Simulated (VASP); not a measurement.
Runs of VASP 6.6.1 on MgC2. Symmetry: P4_2/mnm, No. 136, tetragonal system. Conventional cell: a = 3.951 Å, b = 3.951 Å, c = 4.987 Å, α = 90.00°, β = 90.00°, γ = 90.00°. Mg (site symmetry mmm) has 10 C at 2.17 to 2.86 Å within 2.9 Å. Within 1.7 Å of C (site symmetry m2m) lie 1 C at 1.26 Å. 

```csv
level,potentials or basis,gap on the mesh (eV),pressure (GPa),largest force (eV/Å)
BLYP,"VASP PAW PBE potentials, release 64 (Mg, C)",2.95,(a),0.55
r2SCAN,"VASP PAW PBE potentials, release 64 (Mg, C)",3.10,(c),0.56
LDA,"VASP PAW LDA potentials, release 64 (Mg, C)",2.64,-5.9,0.37
PBEsol,"VASP PAW PBE potentials, release 64 (Mg, C)",2.63,(b),0.11
PBE,"VASP PAW PBE potentials, release 64 (Mg, C)",2.75,-0.4,0.02
```

Alike in all rows: task single point; no spin polarisation; cell as given; k mesh 5 × 5 × 4, shifted; cutoff (eV) 520; smearing gaussian 0.01 eV.

Task: Estimate the missing entries.

Result: (a) 0.8; (b) -2.2; (c) -2.5.

Caveats: a shifted mesh leaves out Γ, where band edges can lie; the PAW data sets were made with another functional, which shifts forces and pressure a little (at least some runs); the cell stands under tension (at least some runs).

A k mesh can miss the band edges.
